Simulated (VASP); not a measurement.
Write the native input for VASP 6.6.1 that does the following.

* Task: single point
* Functional: LDA
* Potentials or basis: VASP PAW LDA potentials, release 64 (Cu, O)
* Cutoff: 520 eV
* k mesh: 7 × 7 × 4
* Occupations: gaussian, width 0.05 eV
* Spin: non-collinear spin, twin_end start, spin-orbit coupling
* Starting moments: [[-0.0, -0.46, 0.0], [-0.0, -0.46, -0.0], [-0.0, -0.52, -0.0], [-0.0, -0.52, 0.0]] μB
* Hubbard terms: Cu d U = 7.0 eV, J = 0.7 eV
* Dipole correction: no
* LDAUTYPE: 1
* Hund's J: 0.7
* Further INCAR settings: ALGO = Normal; EDIFF = 1e-06; NBANDS = 48

The structure of CuO lies in POSCAR:

```
CuO
1.0
    3.2880244300      0.0000000000      0.0000000000
   -1.6440122100      2.8475126800      0.0000000000
    0.0000000000      0.0000000000      5.3850248600
Cu O
2 2
Direct
    0.6666666667      0.3333333333      0.0000000000
    0.3333333333      0.6666666667      0.5000000000
    0.6666666667      0.3333333333      0.6252000000
    0.3333333333      0.6666666667      0.1252000000
```

These files were run (other wordings do the same):

INCAR

```
SYSTEM = CuO
PREC     = Accurate       ! precision mode
ENCUT    = 520            ! plane-wave cutoff, eV
EDIFF    = 1E-6           ! SCF threshold, eV
ISMEAR   = 0              ! smearing method
SIGMA    = 0.05           ! smearing width, eV
LREAL    = .FALSE.        ! projectors in reciprocal space
LASPH    = .TRUE.         ! aspherical terms in the spheres
NELM     = 150            ! most SCF steps
ALGO     = Normal         ! electronic algorithm
ISIF     = 2              ! what is computed and relaxed
LWAVE    = .FALSE.        ! write WAVECAR
LCHARG   = .FALSE.        ! write CHGCAR
LNONCOLLINEAR= .TRUE.         ! non-collinear magnetism
MAGMOM   = 0 -0.46 0 0 -0.46 0 0 -0.52 0 0 -0.52 0 ! initial moments
LORBIT   = 11             ! projections on sites
LSORBIT  = .TRUE.         ! spin-orbit coupling
GGA_COMPAT= .FALSE.      
LORBMOM  = .TRUE.       
LMAXMIX  = 4              ! l up to which the mixer works
LDAU     = .TRUE.         ! DFT+U
LDAUTYPE = 1            
LDAUL    = 2 -1           ! shell
LDAUU    = 7 0            ! U, eV
LDAUJ    = 0.7 0        
LDAUPRINT= 1            
NBANDS   = 48             ! bands
```

KPOINTS

```
regular mesh
0
G
  7 7 4
  0 0 0
```

Potentials or basis: VASP PAW LDA potentials, release 64 (Cu, O).

Run with:

```bash
$ cat potpaw_LDA.64/Cu/POTCAR potpaw_LDA.64/O/POTCAR > POTCAR
$ mpirun -np 1 vasp_ncl > vasp.out
```

It gave:

```json
{
 "Pressure": "-16.7 GPa",
 "Largest force": "0.025 eV/Å",
 "Net moment": "1.95 μB per cell",
 "Valence electrons inside the program's atomic spheres": "Cu 9.93; O 4.85"
}
```

Caveat: the cell stands under tension.

Wall time 6.8 min on 1 thread of Intel(R) Xeon(R) 6975P-C (Granite Rapids) (shared host), peak memory 0.48 GiB.
